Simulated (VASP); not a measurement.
Here is a VASP 6.6.1 calculation.

The input INCAR:

```
SYSTEM = Hg
ALGO     = Normal         ! electronic algorithm
EDIFF    = 1E-6           ! SCF threshold, eV
ENCUT    = 520            ! plane-wave cutoff, eV
GGA      = PE             ! functional
ISIF     = 2              ! what is computed and relaxed
ISMEAR   = -1             ! smearing method
LASPH    = .TRUE.         ! aspherical terms in the spheres
LCHARG   = .FALSE.        ! write CHGCAR
LREAL    = .FALSE.        ! projectors in reciprocal space
LWAVE    = .FALSE.        ! write WAVECAR
NBANDS   = 12             ! bands
NELM     = 60             ! most SCF steps
PREC     = Accurate       ! precision mode
SIGMA    = 0.1            ! smearing width, eV
```

Contents of KPOINTS:

```
k-points
0
G
  13 13 12
  0 0 0
```

File POSCAR:

```
Hg
1.0
    2.8842173923      0.0000000000      0.0000000000
   -1.4421086961      2.4978055318      0.0000000000
    0.0000000000      0.0000000000      2.7495451213
Hg
1
Direct
    0.0000000000      0.0000000000      0.0000000000
```

Potentials or basis: VASP PAW PBE potentials, release 64 (Hg).

The run is started by

```bash
$ cat potpaw_PBE.64/Hg/POTCAR > POTCAR
$ mpirun -np 1 vasp_std > vasp.out
```

Q: What does it give for the band gap on the k mesh?

A: Zero (bands 6 and 7 overlap by 5.97 eV).

Q: Estimate the pressure.

A: 26.7 GPa.

Caveat: the cell stands under pressure; spin-orbit coupling is left out, which moves the levels of the heavy elements.
